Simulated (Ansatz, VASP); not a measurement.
**SiNi3 in VASP and in Ansatz**

Contents of INCAR:

```
SYSTEM = SiNi3
PREC = Accurate
ENCUT = 520
EDIFF = 1E-7
ISMEAR = 0
SIGMA = 0.15
LREAL = .FALSE.
LASPH = .TRUE.
NELM = 80
ALGO = Fast
ISIF = 2
LWAVE = .FALSE.
LCHARG = .TRUE.
GGA = PS
LELF = .TRUE.
LVHAR = .TRUE.
NBANDS = 25
```

KPOINTS

```
regular mesh
0
G
  14 14 14
  0 0 0
```

Contents of POSCAR:

```
SiNi3
1.0
    3.4612457436      0.0000000000      0.0000000000
    0.0000000000      3.4612457436      0.0000000000
    0.0000000000      0.0000000000      3.4612457436
Si Ni
1 3
Direct
    0.0000000000      0.0000000000      0.0000000000
    0.0000000000      0.5541712475      0.5000000000
    0.5000000000      0.0541712475      0.5000000000
    0.5000000000      0.5541712475      0.0000000000
```

Input for Ansatz:

```yaml
crystal:
  lattice:
    - [3.4612457436, 0.0, 0.0]
    - [0.0, 3.4612457436, 0.0]
    - [0.0, 0.0, 3.4612457436]
  atoms:
    - { symbol: Si, position: [0.0, 0.0, 0.0] }
    - { symbol: Ni, position: [0.0, 0.5541712475, 0.5] }
    - { symbol: Ni, position: [0.5, 0.0541712475, 0.5] }
    - { symbol: Ni, position: [0.5, 0.5541712475, 0.0] }
basis:
  ecutwfc: 420
kpoints:
  mp_grid: { grid: [14, 14, 14] }
hamiltonian:
  xc: pbesol
scf:
  occupations: { method: gaussian, width: 0.15 }
output:
  forces: true
  stress: true
  eigenvalues: true
```

Change from the starting cell: all Ni atoms moved +0.188 Å, as atom 2 along Cartesian [0 1 0].

Alike in both runs: task single point; functional PBEsol; k mesh 14 × 14 × 14; occupations gaussian, width 0.15 eV; no spin polarisation.

|  | VASP | Ansatz |
| --- | --- | --- |
| version | VASP 6.6.1 | Ansatz 0.2.0 |
| potentials or method | VASP PAW PBE potentials, release 64 (Si, Ni), cutoff 520 eV | scalar-relativistic, plane waves, PAW |
| valence electrons in the cell | 34 | 58 |

|  | VASP | Ansatz | Ansatz less VASP |
| --- | --- | --- | --- |
| gap on the k mesh at the Fermi level (eV) | none | none | - |
| pressure (GPa) | 2.2 | 2.0 | -0.20 |
| traceless stress, the component that is largest in VASP (GPa) | 0.45 | 0.46 | +0.014 |
| rms of the force components (eV/Å) | 0.446 | 0.438 | -0.0079 |

VASP's potentials were made for PBE, not for PBEsol. Atom by atom the forces differ by 0.008 eV/Å (rms over components). A gap of «none» marks a metal or a gap that the smearing closes. VASP's potentials hold 34 valence electrons a cell and Ansatz's 58, so a difference there can come from the potentials and not from the codes.
